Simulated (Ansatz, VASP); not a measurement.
## Co in VASP and in Ansatz

```xyz
2
Lattice="2.5166 0.0000 0.0000 -1.2583 2.1794 0.0000 0.0000 0.0000 4.4575" Properties=species:S:1:pos:R:3 pbc="T T T"
Co    1.2583    0.7265    3.3431
Co    0.0000    1.4530    1.1144
```

Alike in both runs: task single point; functional PBEsol; k mesh 21 × 21 × 10; occupations gaussian, width 0.1 eV; collinear spin.

|  | VASP | Ansatz |
| --- | --- | --- |
| version | VASP 6.6.1 | Ansatz 0.2.0 |
| potentials or method | VASP PAW PBE potentials, release 64 (Co), cutoff 520 eV | scalar-relativistic, plane waves, PAW |
| valence electrons in the cell | 18 | 34 |

```tsv
	VASP	Ansatz	Ansatz less VASP
gap on the k mesh at the Fermi level (eV)	none	none	-
pressure (GPa)	-25.5	-25.3	+0.23
traceless stress, the component that is largest in VASP (GPa)	-10.54	-10.75	-0.212
net moment per atom (μB)	1.72	1.74	+0.015
size of the moment on the site where the two differ most (μB)	1.76	1.82	+0.059
```

VASP's potentials were made for PBE, not for PBEsol. Site moments also hang on the region over which each program counts them. A gap of «none» marks a metal or a gap that the smearing closes. The functional is the same, so the differences come from potentials, cutoffs and numerics. VASP's potentials hold 18 valence electrons a cell and Ansatz's 34, so a difference there can come from the potentials and not from the codes.
